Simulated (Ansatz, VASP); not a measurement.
## InSb3 in VASP and in Ansatz

The input INCAR:

```
PREC = Accurate
ENCUT = 520
EDIFF = 1E-7
ISMEAR = 0
SIGMA = 0.15
LREAL = F
LASPH = T
NELM = 60
ALGO = Normal
ISIF = 2
LWAVE = F
LCHARG = F
GGA = PS
NBANDS = 22
```

Contents of KPOINTS:

```
regular mesh
0
Gamma
  10 10 10
```

POSCAR

```
InSb3
1.0
    4.4588572716      0.0000000000      0.0000000000
    0.0000000000      4.4588572716      0.0000000000
    0.0000000000      0.0000000000      5.0340498596
In Sb
1 3
Direct
    0.0000000000      0.0000000000      0.0000000000
    0.5000000000      0.0000000000      0.5000000000
    0.0000000000      0.5000000000      0.5000000000
    0.5000000000      0.5000000000      0.0000000000
```

Input for Ansatz:

```yaml
crystal:
  lattice:
    - [4.4588572716, 0.0, 0.0]
    - [0.0, 4.4588572716, 0.0]
    - [0.0, 0.0, 5.0340498596]
  atoms:
    - { symbol: In, position: [0.0, 0.0, 0.0] }
    - { symbol: Sb, position: [0.5, 0.0, 0.5] }
    - { symbol: Sb, position: [0.0, 0.5, 0.5] }
    - { symbol: Sb, position: [0.5, 0.5, 0.0] }
basis:
  ecutwfc: 420
kpoints:
  mp_grid: { grid: [10, 10, 10] }
hamiltonian:
  xc: pbesol
  pseudopotentials: { kind: paw, azcp: { folder: soft_1 } }
scf:
  occupations: { method: gaussian, width: 0.15 }
output:
  forces: true
  stress: true
  eigenvalues: true
```

Alike in both runs: task single point; functional PBEsol; k mesh 10 × 10 × 10; occupations gaussian, width 0.15 eV; no spin polarisation.

|  | VASP | Ansatz |
| --- | --- | --- |
| version | VASP 6.6.1 | Ansatz 0.2.0 |
| potentials or method | VASP PAW PBE potentials, release 64 (In_d, Sb), cutoff 520 eV | scalar-relativistic, plane waves, PAW |
| valence electrons in the cell | 28 | 58 |

Ansatz gave:

```
gap on the k mesh at the Fermi level (eV) : none
pressure (GPa)                            : 3.7
```

Problem. Estimate VASP's values.

Solution. gap on the k mesh at the Fermi level (eV): none; pressure (GPa): 3.8.

VASP's potentials were made for PBE, not for PBEsol, and Ansatz warns of the same on its side. A gap of «none» marks a metal or a gap that the smearing closes. VASP's potentials hold 28 valence electrons a cell and Ansatz's 58, so a difference there can come from the potentials and not from the codes.

Spin-orbit coupling is off throughout.
